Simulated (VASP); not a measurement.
A run of VASP 6.6.1:

The input INCAR:

```
SYSTEM = YMgC4N4
ALGO = Normal
EDIFF = 1E-6
ENCUT = 750
GGA = PE
GGA_COMPAT = .FALSE.
ISIF = 2
ISMEAR = 0
LASPH = .TRUE.
LCHARG = .FALSE.
LREAL = .FALSE.
LWAVE = .FALSE.
NBANDS = 40
NELM = 120
PREC = Accurate
SIGMA = 0.1
```

The input KPOINTS:

```
k-points
0
G
  6 6 6
  0 0 0
```

POSCAR

```
YMgC4N4
1.0
    6.4902540550      0.0000000000      0.0000000000
    0.0000000000      6.4902540550      0.0000000000
    0.0000000000      0.0000000000      6.4902540550
Y Mg C N
1 1 4 4
Direct
    0.5000000000      0.5000000000      0.5000000000
    0.0000000000      0.0000000000      0.0000000000
    0.1933891552      0.1933891552      0.1933891552
    0.1933891552      0.8066108448      0.8066108448
    0.8066108448      0.1933891552      0.8066108448
    0.8066108448      0.8066108448      0.1933891552
    0.2981771849      0.2981771849      0.2981771849
    0.2981771849      0.7018228151      0.7018228151
    0.7018228151      0.2981771849      0.7018228151
    0.7018228151      0.7018228151      0.2981771849
```

Potentials or basis: VASP PAW PBE potentials, release 64 (Y_sv, Mg_sv, C, N).

Run with:

```sh
$ cat potpaw_PBE.64/Y_sv/POTCAR potpaw_PBE.64/Mg_sv/POTCAR potpaw_PBE.64/C/POTCAR potpaw_PBE.64/N/POTCAR > POTCAR
$ mpirun -np 1 vasp_std > vasp.out
```

Hardware: 1 thread of AMD EPYC 7R13 Processor (Zen 3), with other jobs on the host.

Estimate the wall time of this run.

Wall time 6.4 min on 1 thread of AMD EPYC 7R13 Processor (Zen 3), with other jobs on the host, peak memory 0.74 GiB. Counts: scf iterations 16, k points 20.
